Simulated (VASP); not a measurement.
# ZnS (wurtzite type): single point with PBE

ZnS (wurtzite type):

```
Zn S
1.0
     3.61468    0.00000    0.00000
    -1.80734    3.13040    0.00000
     0.00000    0.00000    5.98050
Zn S
2 2
Cartesian
  0.0000 2.0869 0.0134
  1.8073 1.0435 3.0037
  0.0000 2.0869 2.2352
  1.8073 1.0435 5.2255
```

| Property | Result |
| --- | --- |
| Program | VASP 6.6.1 |
| Task | single point |
| Functional | PBE |
| Potentials or basis | VASP PAW PBE potentials, release 64 (Zn, S) |
| Cutoff | 520 eV |
| k mesh | 10 × 10 × 6 |
| Occupations | fermi-dirac, width 0.1 eV |
| Spin | no spin polarisation |

* Pressure: 18.3 GPa
* Band gap on the k mesh: 2.87 eV, direct

Levels at points of the mesh, in eV from the valence-band top:
| k point | band 15 | band 16 | band 17 | band 18 | band 19 | band 20 | band 21 | band 22 |
| --- | --- | --- | --- | --- | --- | --- | --- | --- |
| (0.00, 0.00, 0.00) | -1.13 | -0.16 | 0.00 | 0.00 | 2.87 | 3.42 | 6.18 | 6.18 |
| (0.50, 0.00, 0.00) | -4.07 | -2.82 | -2.22 | -1.12 | 3.50 | 4.56 | 4.90 | 6.72 |
| (0.00, 0.00, 0.50) | -0.59 | -0.59 | -0.59 | -0.59 | 3.99 | 3.99 | 6.68 | 6.68 |
| (0.50, 0.00, 0.50) | -2.10 | -2.10 | -2.03 | -2.03 | 3.47 | 3.47 | 5.06 | 5.06 |

Wall time 36 s on 1 thread of Intel(R) Xeon(R) 6975P-C (Granite Rapids) (shared host), peak memory 0.23 GiB.

A k mesh can miss the band edges. PBE gaps usually lie below the measured ones, often by a third to a half.
